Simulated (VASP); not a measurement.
Here is a VASP 6.6.1 calculation.

File INCAR:

```
PREC = Accurate
ENCUT = 750
EDIFF = 1E-6
ISMEAR = 0
SIGMA = 0.15
LREAL = False
LASPH = True
NELM = 200
ALGO = Normal
ISIF = 2
LWAVE = False
LCHARG = True
GGA = PE
LELF = True
LVHAR = True
NBANDS = 17
GGA_COMPAT = False
LMAXMIX = 6
```

The input KPOINTS:

```
Automatic mesh
0
Gamma
  4 4 2
```

Contents of POSCAR:

```
LiTmH4
1.0
    3.3056162466      0.0000000000      0.0000000000
    0.0000000000      3.3056162466      0.0000000000
    0.0000000000      0.0000000000      6.6335774257
Li Tm H
1 1 4
Direct
    0.5000000000      0.5000000000      0.8127139057
    0.5000000000      0.5000000000      0.2736795756
    0.8641492595      0.5000000000      0.5492333622
    0.1358507405      0.5000000000      0.5492333622
    0.5000000000      0.8641492595      0.5492333622
    0.5000000000      0.1358507405      0.5492333622
```

Potentials or basis: VASP PAW PBE potentials, release 64 (Li_sv, Tm_3, H), 4f in core.

Launch:

```bash
$ cat potpaw_PBE.64/Li_sv/POTCAR potpaw_PBE.64/Tm_3/POTCAR potpaw_PBE.64/H/POTCAR > POTCAR
$ mpirun -np 1 vasp_std > vasp.out
```

Task: Estimate the pressure.

Result: 0.2 GPa.

Task: Predict the largest force.

Result: 0.033 eV/Å.

Task: Predict the band gap on the k mesh.

Result: 0.59 eV (least direct gap 0.74 eV).

Forces in eV/Å, atoms in the order of the input:
```
Li   0.000  0.000 -0.009
Tm   0.000  0.000  0.001
H    0.032  0.000  0.002
H   -0.032  0.000  0.002
H    0.000  0.032  0.002
H    0.000 -0.032  0.002
```

Caveat: the k points lie up to 0.48 Å⁻¹ apart; spin-orbit coupling is left out, which moves the levels of the heavy elements; the 4f electrons are frozen in the core, so they carry no moment and show no levels. A k mesh can miss the band edges.
